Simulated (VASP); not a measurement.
Write the native input for VASP 6.6.1 that does the following.

| Property | Result |
| --- | --- |
| Task | single point |
| Functional | PBEsol |
| Potentials or basis | VASP PAW PBE potentials, release 64 (Al, Ga_d, N) |
| Cutoff | 520 eV |
| k mesh | 6 × 6 × 6 |
| Occupations | gaussian, width 0.02 eV |
| Spin | no spin polarisation |
| Dipole correction | no |
| Further INCAR settings | ALGO = Normal; EDIFF = 1e-06; NBANDS = 41 |

The structure of AlGa3N4 lies in POSCAR:

```
AlGa3N4
1.0
    4.4676279143      0.0000000000      0.0000000000
    0.0000000000      4.4676279143      0.0000000000
    0.0000000000      0.0000000000      4.4676279143
Al Ga N
1 3 4
Direct
    0.0000000000      0.0000000000      0.0000000000
    0.5000000000      0.5000000000      0.0000000000
    0.5000000000      0.0000000000      0.5000000000
    0.0000000000      0.5000000000      0.5000000000
    0.7550309220      0.7550309220      0.2449690780
    0.7550309220      0.2449690780      0.7550309220
    0.2449690780      0.7550309220      0.7550309220
    0.2449690780      0.2449690780      0.2449690780
```

These files were run (other wordings do the same):

INCAR

```
PREC = Accurate ; ENCUT = 520
EDIFF = 1E-6 ; ISMEAR = 0
SIGMA = 0.02 ; LREAL = False
LASPH = True ; NELM = 60
ALGO = Normal ; ISIF = 2
LWAVE = False ; LCHARG = True
GGA = PS ; LELF = True
LVHAR = True ; NBANDS = 41
```

KPOINTS

```
Automatic mesh
0
Gamma
  6 6 6
```

Potentials or basis: VASP PAW PBE potentials, release 64 (Al, Ga_d, N).

Launch:

```console
$ cat potpaw_PBE.64/Al/POTCAR potpaw_PBE.64/Ga_d/POTCAR potpaw_PBE.64/N/POTCAR > POTCAR
$ mpirun -np 1 vasp_std > vasp.out
```

It gave:

```yaml
Pressure: -0.2 GPa
Largest_force: 0.009 eV/Å
Band_gap_on_the_k_mesh: 2.31 eV, direct
```

Caveat: the PAW data sets were made with another functional, which shifts forces and pressure a little.

It took 58 s on 1 thread of Intel(R) Xeon(R) Platinum 8488C (Sapphire Rapids), with other jobs on the host, peak memory 0.22 GiB.
